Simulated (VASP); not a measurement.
# Nb (R-3m) in VASP: single point with PBEsol

Aim: the single point of Nb with PBEsol.

All numbers are computed with VASP 6.6.1; they aren't measurements. Logs are shortened: lines on timing, memory, paths and dates and some standing lists are left out, and cuts for length are marked.

## (1) The cell of the first run

Symmetry: R-3m, No. 166, trigonal system. The conventional cell has a = 3.064 Å, b = 3.064 Å, c = 6.981 Å, α = 90.00°, β = 90.00°, γ = 120.00°. Nb (site symmetry -3m) has 12 Nb at 2.92 to 3.06 Å within 3.8 Å.

## (2) Single point, PBEsol

INCAR

```
ALGO     = Fast           # electronic algorithm
EDIFF    = 1E-6           # SCF threshold, eV
ENCUT    = 520            # plane-wave cutoff, eV
GGA      = PS             # functional
ISIF     = 2              # what is computed and relaxed
ISMEAR   = 0              # smearing method
LASPH    = True           # aspherical terms in the spheres
LCHARG   = False          # write CHGCAR
LREAL    = False          # projectors in reciprocal space
LWAVE    = False          # write WAVECAR
NBANDS   = 12             # bands
NELM     = 100            # most SCF steps
PREC     = Accurate       # precision mode
SIGMA    = 0.15           # smearing width, eV
```

KPOINTS

```
k-points
0
Gamma
  22 22 22
```

POSCAR

```
Nb
1.0
   -0.1011166881      2.0656694848      2.0656694848
    2.0656694848     -0.1011166881      2.0656694848
    2.0656694848      2.0656694848     -0.1011166881
Nb
1
Direct
    0.0000000000      0.0000000000      0.0000000000
```

Potentials or basis: VASP PAW PBE potentials, release 64 (Nb_sv).

Started as:

```console
cat potpaw_PBE.64/Nb_sv/POTCAR > POTCAR
mpirun -np 1 vasp_std > vasp.out
```

OUTCAR:

```text
EDIFF = 1E-6
   ENCUT = 520
   GGA = PS
   ISIF = 2
   ISMEAR = 0
   LASPH = True
   LREAL = False
   NELM = 100
   PREC = Accurate

 ion  position               nearest neighbor table
   1  0.000  0.000  0.000-

  LATTYP: Found a trigonal (rhomboedric) cell.
 ALAT       =     2.9230472842
 COS(alpha) =     0.4505091948

  Lattice vectors:

 A1 = (  -0.1011166881,   2.0656694848,   2.0656694848)
 A2 = (   2.0656694848,  -0.1011166881,   2.0656694848)
 A3 = (   2.0656694848,   2.0656694848,  -0.1011166881)

Analysis of symmetry for initial positions (statically):
=====================================================================
 Subroutine PRICEL returns:
 Original cell was already a primitive cell.

 Routine SETGRP: Setting up the symmetry group for a
 trigonal (rhombohedral) supercell.

 Subroutine GETGRP returns: Found 12 space group operations
 (whereof 12 operations were pure point group operations)
 out of a pool of 12 trial point group operations.

The static configuration has the point symmetry D_3d.

Analysis of symmetry for dynamics (positions and initial velocities):
=====================================================================
 Subroutine PRICEL returns:
 Original cell was already a primitive cell.

 Routine SETGRP: Setting up the symmetry group for a
 trigonal (rhombohedral) supercell.

 Subroutine GETGRP returns: Found 12 space group operations
 (whereof 12 operations were pure point group operations)
 out of a pool of 12 trial point group operations.

The dynamic configuration has the point symmetry D_3d.

 Subroutine INISYM returns: Found 12 space group operations
 (whereof 12 operations are pure point group operations),
 and found     1 'primitive' translations

----------------------------------------------------------------------------------------

                                     Primitive cell

  volume of cell :      18.9217

  direct lattice vectors                    reciprocal lattice vectors
    -0.101116688  2.065669485  2.065669485    -0.224966913  0.236546093  0.236546093
     2.065669485 -0.101116688  2.065669485     0.236546093 -0.224966913  0.236546093
     2.065669485  2.065669485 -0.101116688     0.236546093  0.236546093 -0.224966913

  length of vectors
     2.923047284  2.923047284  2.923047284     0.403135486  0.403135486  0.403135486

  position of ions in fractional coordinates (direct lattice)
     0.000000000  0.000000000  0.000000000

  ion indices of the primitive-cell ions
[... 83 lines left out ...]
   TEBEG  =    0.0;   TEEND  =   0.0 temperature during run
   PSTRESS=    0.0 pullay stress
   NELECT =      13.0000    total number of electrons
   NUPDOWN=      -1.0000    fix difference up-down
   EMIN   =  10.00;   EMAX   =-10.00  energy-range for DOS
   EFERMI =   0.00;   METHOD = LEGACY
   ISMEAR =     0;   SIGMA  =   0.15  broadening in eV -4-tet -1-fermi 0-gaus
   EFERMI_NEDOS =   21; number of points for ismear=-14 and -15
   IALGO  =     68    algorithm
   IMIX   =      4    mixing-type and parameters
     AMIX     =   0.40;   BMIX     =  1.00
     AMIX_MAG =   1.60;   BMIX_MAG =  1.00
  volume/ion in A,a.u.               =      18.92       127.69
  Fermi-wavevector in a.u.,A,eV,Ry     =   1.444560  2.729823 28.392005  2.086754
  Thomas-Fermi vector in A             =   2.562841
   LORBIT       =      0    0 simple, 1 ext, 2 COOP (PROOUT), +10 PAW based schemes
   GGA     = PS    functional components
   LHFCALC =     F    Hartree Fock is set to
   AEXX    =    0.0000 exact exchange contribution
   IVDW    =     0    specifies the selected vdW correction
   LEPSILON=     F    determine dielectric tensor
   LRPA    =     F    only Hartree local field effects (RPA)
 non-spin polarized calculation
 RMM-DIIS sequential band-by-band and
 Gauss-broadening in eV      SIGMA  =   0.15
  energy-cutoff  :      520.00
  volume of cell :       18.92
 maximum number of plane-waves:       522
 NGX is ok and might be reduce to    24
   NGX = 11   NGY = 11   NGZ = 11

 number of electron      13.0000000 magnetization

 Free energy of the ion-electron system (eV)
  ---------------------------------------------------
  ext. energy  EPLUGINS =         0.00000000
  ---------------------------------------------------
  free energy    TOTEN  =       -10.61060289 eV

  energy without entropy =      -10.59143767  energy(sigma->0) =      -10.60102028

 E-fermi :  10.6717     XC(G=0): -12.3699

 val. band max:       10.6712062578   @ k =   0.3636   0.2727   0.1364
 cond. band min:      10.6726138103   @ k =  -0.3636   0.3636   0.3636
 fundamental gap:      0.0014075525
 Fermi energy:        10.6717258571

 k-point     1 :       0.0000    0.0000    0.0000
  band No.  band energies     occupation
      1     -43.9521      2.00000
      2     -19.4246      2.00000
      3     -19.4246      2.00000
      4     -19.2504      2.00000
      5       4.4979      2.00000
      6      10.4222      1.98135
      7      10.4222      1.98135
      8      11.6085      0.00000
      9      13.4883      0.00000
     10      13.4884      0.00000
     11      22.5355      0.00000
     12      26.7430      0.00000
[... 331 lines left out ...]
 k-point    24 :      -0.4545    0.0455    0.0000
  band No.  band energies     occupation
      1     -43.7752      2.00000
      2     -20.5245      2.00000
      3     -19.5345      2.00000
      4     -19.4385      2.00000
      5       6.9848      2.00000
      6      10.1555      2.00000
      7      11.3185      0.00000
      8      11.6975      0.00000
      9      15.0109      0.00000
     10      15.5285      0.00000
     11      20.8713      0.00000
     12      22.7196      0.00000

 [... further k-points ...]

------------------------ aborting loop because EDIFF is reached ----------------------------------------

  FORCE on cell =-STRESS in cart. coord.  units (eV):
  Direction    XX          YY          ZZ          XY          YZ          ZX
  --------------------------------------------------------------------------------------
  -------------------------------------------------------------------------------------
  Total       -0.9266603     -0.9266603     -0.9266603     -0.1861799     -0.1861799     -0.1861799
  in kB      -78.4639264    -78.4639264    -78.4639264    -15.7645770    -15.7645770    -15.7645770
  external PRESSURE =     -78.4639264 kB  Pullay stress =       0.0000000 kB

 VOLUME and BASIS-vectors are now :
 -----------------------------------------------------------------------------
  energy-cutoff  :      520.00
  volume of cell :       18.92
      direct lattice vectors                 reciprocal lattice vectors
    -0.101116688  2.065669485  2.065669485    -0.224966913  0.236546093  0.236546093
     2.065669485 -0.101116688  2.065669485     0.236546093 -0.224966913  0.236546093
     2.065669485  2.065669485 -0.101116688     0.236546093  0.236546093 -0.224966913

 POSITION                                       TOTAL-FORCE (eV/Angst)
 -----------------------------------------------------------------------------------
      0.00000      0.00000      0.00000        -0.000000      0.000000      0.000000
 -----------------------------------------------------------------------------------
    total drift:                                0.000000      0.000000      0.000000

  FREE ENERGIE OF THE ION-ELECTRON SYSTEM (eV)
  ---------------------------------------------------
  free  energy   TOTEN  =       -10.6106028926 eV

  energy  without entropy=      -10.5914376710  energy(sigma->0) =      -10.60102028
```

stdout:

```text
POSCAR found type information on POSCAR Nb
 POSCAR found :  1 types and       1 ions
 scaLAPACK will be used
 -----------------------------------------------------------------------------
|                                                                             |
|                                                                             |
|     You enforced a specific xc type in the INCAR file but a different       |
|     I HOPE YOU KNOW WHAT YOU ARE DOING!                                     |
|                                                                             |
 -----------------------------------------------------------------------------

 LDA part: xc-table for (Slater+PW92), standard interpolation
 POSCAR, INCAR and KPOINTS ok, starting setup
 FFT: planning ... GRIDC
 FFT: planning ... GRID_SOFT
 FFT: planning ... GRID
 WAVECAR not read
 entering main loop
WARNING in EDDRMM: call to ZHEGV failed, returncode =   6  3     12
WARNING in EDDRMM: call to ZHEGV failed, returncode =   8  4      9
WARNING in EDDRMM: call to ZHEGV failed, returncode =   6  3     11
WARNING in EDDRMM: call to ZHEGV failed, returncode =   6  3     11
```

It took 2.8 min on 1 thread of Intel Xeon Platinum 8488C (Sapphire Rapids), shared host; peak memory 0.33 GiB.

Results:

```
Free energy : -10.6106 eV
Pressure    : -7.8 GPa
```

Caveat: the PAW data sets were made with another functional, which shifts forces and pressure a little.
